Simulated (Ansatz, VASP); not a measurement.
This is a calculation of CdTe for Ansatz 0.2.0.

The input input.yaml:

```yaml
crystal:
  lattice:
    - [0.0, 3.205, 3.205]
    - [3.205, 0.0, 3.205]
    - [3.205, 3.205, 0.0]
  atoms:
    - { symbol: Te, position: [0.75, 0.75, 0.75], spin: 0.06 }
    - { symbol: Cd, position: [0.0, 0.0, 0.0] }
kpoints:
  mp_grid: { grid: [7, 7, 7] }
scf:
  occupations: { method: tetrahedron }
  convergence: { dr2_threshold: 1.0e-08 }
hamiltonian:
  xc: lda
  pseudopotentials: { kind: all_electron, datasets: crystal }
magnetization:
  spin_polarized: true
output:
  forces: true
  stress: true
  eigenvalues: true
```

Potentials or basis: all-electron PAW datasets made for the crystal.

Command:

```console
$ ansatz run input.yaml --threads 1 --pin off --max-ram 2560MiB --backend cpu --events-out ev --progress --plain --runs-dir out
```

Translate it to VASP 6.6.1. Potentials there: VASP PAW LDA potentials, release 64 (Te, Cd).

As run (the cutoff follows the program's own potentials):

Contents of INCAR:

```
ALGO = Normal
EDIFF = 1E-6
ENCUT = 520
ISIF = 2
ISMEAR = -5
ISPIN = 2
LASPH = T
LCHARG = F
LORBIT = 11
LREAL = F
LWAVE = F
MAGMOM = 0.06 0
NBANDS = 20
NELM = 150
PREC = Accurate
SIGMA = 0.05
```

KPOINTS

```
k-points
0
Gamma
  7 7 7
```

POSCAR

```
CdTe
1.0
    0.0000000000      3.2050000000      3.2050000000
    3.2050000000      0.0000000000      3.2050000000
    3.2050000000      3.2050000000      0.0000000000
Te Cd
1 1
Direct
    0.7500000000      0.7500000000      0.7500000000
    0.0000000000      0.0000000000      0.0000000000
```

Potentials or basis: VASP PAW LDA potentials, release 64 (Te, Cd).

The run is started by

```console
$ cat potpaw_LDA.64/Te/POTCAR potpaw_LDA.64/Cd/POTCAR > POTCAR
$ mpirun -np 1 vasp_std > vasp.out
```

Both were run:

|  | VASP | Ansatz | Ansatz less VASP |
| --- | --- | --- | --- |
| gap on the k mesh at the Fermi level (eV) | 0.65 | 0.61 | -0.043 |
| least direct gap on the mesh (eV) | 0.65 | 0.61 | -0.043 |
| pressure (GPa) | 0.3 | 0.0 | -0.26 |
| net moment per atom (μB) | 0.00 | 0.00 | 0.000 |

LDA's correlation is that of Perdew and Zunger in VASP and of Perdew and Wang (1992) in Ansatz. Ansatz ran all-electron here, and VASP with PAW potentials.

Spin-orbit coupling is off throughout.
